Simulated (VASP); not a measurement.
Here is a VASP 6.6.1 calculation.

POSCAR

```
GaAs
1.0
    0.0000000000      2.9180776483      2.7593695201
    2.9180776483      0.0000000000      2.7593695201
    2.9180776483      2.9180776483      0.0000000000
Ga As
1 1
Direct
    0.0000000000      0.0000000000      0.0000000000
    0.2500000000      0.2500000000      0.2500000000
```

The input INCAR.step1:

```
SYSTEM = GaAs
  PREC = Accurate
  ENCUT = 520
  ISMEAR = -1
  SIGMA = 0.02
  LREAL = .FALSE.
  LASPH = .TRUE.
  NELM = 80
  NBANDS = 16
  GGA = PE
  ALGO = Normal
  EDIFF = 1E-4
  LWAVE = .TRUE.
  LCHARG = .FALSE.
```

File INCAR.step2:

```
SYSTEM = GaAs
  PREC = Accurate
  ENCUT = 520
  EDIFF = 1E-6
  ISMEAR = -1
  SIGMA = 0.02
  LREAL = .FALSE.
  LASPH = .TRUE.
  NELM = 80
  ALGO = Normal
  ISIF = 2
  LWAVE = .FALSE.
  LCHARG = .TRUE.
  METAGGA = R2SCAN
  LMIXTAU = .TRUE.
  LELF = .TRUE.
  LVHAR = .TRUE.
  NBANDS = 16
  ISTART = 1
```

KPOINTS

```
Automatic mesh
0
G
  8 8 8
  0 0 0
```

Potentials or basis: VASP PAW PBE potentials, release 64 (Ga_d, As).

Launch:

```bash
$ cat potpaw_PBE.64/Ga_d/POTCAR potpaw_PBE.64/As/POTCAR > POTCAR
$ cp INCAR.step1 INCAR
$ mpirun -np 1 vasp_std > vasp.out
$ cp INCAR.step2 INCAR
$ mpirun -np 1 vasp_std > vasp.out
```

Q: What does it give for the band gap on the k mesh?

A: 0.46 eV.

Q: Estimate the pressure.

A: -2.1 GPa.

Stress tensor (GPa, compression positive):
```
-3.27  0.00  0.00
 0.00 -3.27  0.00
 0.00  0.00  0.10
```

Caveat: the cell differs from its parent crystal (epitaxial xy strain +3.0%); the PAW data sets were made with another functional, which shifts forces and pressure a little.
